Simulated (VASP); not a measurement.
Wanted: the native input for a VASP 6.6.1 run.

```
Task                               : single point
Functional                         : PBE0
Potentials or basis                : VASP PAW PBE potentials, release 64 (Sb)
Cutoff                             : 520 eV
k mesh                             : 8 × 8 × 8
Occupations                        : fermi-dirac, width 0.05 eV
Spin                               : no spin polarisation
Dipole correction                  : no
Grid for exact exchange (PRECFOCK) : Normal
Further INCAR settings             : ALGO = Normal; EDIFF = 1e-07; NBANDS = 8
Share of exact exchange            : 0.25
```

Crystal: Sb.

```
Sb
1.0
    -1.55523    1.55523    2.67529
     1.55523   -1.55523    2.67529
     1.55523    1.55523   -2.67529
Sb
1
Direct
  0.00000 0.00000 0.00000
```

These files were run (other wordings do the same):

POSCAR

```
Sb
1.0
   -1.5552329741      1.5552329741      2.6752861216
    1.5552329741     -1.5552329741      2.6752861216
    1.5552329741      1.5552329741     -2.6752861216
Sb
1
Direct
    0.0000000000      0.0000000000      0.0000000000
```

INCAR.step1

```
SYSTEM = Sb
PREC = Accurate
ENCUT = 520
EDIFF = 1E-5
ISMEAR = -1
SIGMA = 0.05
LREAL = .FALSE.
LASPH = .TRUE.
NELM = 60
ALGO = Normal
ISIF = 2
LWAVE = .TRUE.
LCHARG = .FALSE.
NBANDS = 8
GGA = PE
```

INCAR.step2

```
SYSTEM = Sb
PREC = Accurate
ENCUT = 520
EDIFF = 1E-7
ISMEAR = -1
SIGMA = 0.05
LREAL = .FALSE.
LASPH = .TRUE.
NELM = 60
ALGO = Normal
ISIF = 2
LWAVE = .FALSE.
LCHARG = .FALSE.
GGA = PE
LHFCALC = .TRUE.
AEXX = 0.25
PRECFOCK = Normal
NBANDS = 8
ISTART = 1
```

KPOINTS

```
regular mesh
0
G
  8 8 8
  0 0 0
```

Potentials or basis: VASP PAW PBE potentials, release 64 (Sb).

Launch:

```console
$ cat potpaw_PBE.64/Sb/POTCAR > POTCAR
$ cp INCAR.step1 INCAR
$ mpirun -np 1 vasp_std > vasp.out
$ cp INCAR.step2 INCAR
$ mpirun -np 1 vasp_std > vasp.out
```

It gave:

```yaml
Pressure: 1.1 GPa
Band_gap_on_the_k_mesh: zero (an odd number of electrons rules out a gap without spin polarisation)
```

Caveat: the PAW data sets were made with another functional, which shifts forces and pressure a little; spin-orbit coupling is left out, which moves the levels of the heavy elements; an odd number of electrons without spin polarisation forces a metal; a magnetic or distorted state may lie lower.

Run time: 35 min on 1 thread of Intel(R) Xeon(R) 6975P-C (Granite Rapids) (shared host), peak memory 0.19 GiB.
